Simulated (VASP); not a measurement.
The system is Fe.

```
Fe
1.0
    -1.37531    1.37531    1.37531
     1.37531   -1.37531    1.37531
     1.37531    1.37531   -1.37531
Fe
1
Direct
  0.00000 0.00000 0.00000
```

Base run:

```yaml
Program: VASP 6.6.1
Functional: LDA
Potentials_or_basis: VASP PAW LDA potentials, release 64 (Fe)
Cutoff: 520 eV
k_mesh: 22 × 22 × 22
Occupations: gaussian, width 0.1 eV
Spin: collinear spin, ferromagnetic start
Starting_moments: "[2.22] μB"
```

Its results: pressure -1.1 GPa; net moment 1.95 μB per cell; site moments Fe +1.92 μB.

Question: The run is repeated on the same cell with these changes: potentials or basis from VASP PAW LDA potentials, release 64 (Fe) to VASP PAW LDA potentials, release 64 (Fe_sv); cutoff from 520 eV to 600 eV; further incar settings from ALGO = Normal; EDIFF = 1e-06; NBANDS = 14 to ALGO = Normal; EDIFF = 1e-06; NBANDS = 18; valence electrons from 8 to 16. What comes out?

Answer: Pressure -4.6 GPa; net moment 1.94 μB per cell; site moments Fe +1.91 μB.
